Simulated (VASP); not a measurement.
Here is a VASP 6.6.1 calculation.

File INCAR:

```
SYSTEM = Pt
ALGO = Normal ; EDIFF = 1E-7
ENCUT = 520 ; GGA = PS
ISIF = 2 ; ISMEAR = -1
LASPH = .TRUE. ; LCHARG = .TRUE.
LELF = .TRUE. ; LREAL = .FALSE.
LVHAR = .TRUE. ; LWAVE = .FALSE.
NBANDS = 17 ; NELM = 60
PREC = Accurate ; SIGMA = 0.05
```

The input KPOINTS:

```
k-points
0
G
  17 17 10
  0 0 0
```

POSCAR

```
Pt
1.0
    2.7287068120      0.0000000000      0.0000000000
   -1.3643534060      2.3631294186      0.0000000000
    0.0000000000      0.0000000000      4.6946395251
Pt
2
Direct
    0.3333333333      0.6666666667      0.2500000000
    0.6666666667      0.3333333333      0.7500000000
```

Potentials or basis: VASP PAW PBE potentials, release 64 (Pt).

Launch:

```console
$ cat potpaw_PBE.64/Pt/POTCAR > POTCAR
$ mpirun -np 1 vasp_std > vasp.out
```

Q: Predict the band gap on the k mesh.

A: Zero (band 10 reaches 11.47 eV, above the bottom of band 11 at 10.14 eV).

Q: What does it give for the pressure?

A: -0.4 GPa.

Stress tensor (GPa, compression positive):
```
-0.35  0.00  0.00
 0.00 -0.35  0.00
 0.00  0.00 -0.50
```

Caveat: the PAW data sets were made with another functional, which shifts forces and pressure a little; spin-orbit coupling is left out, which moves the levels of the heavy elements.
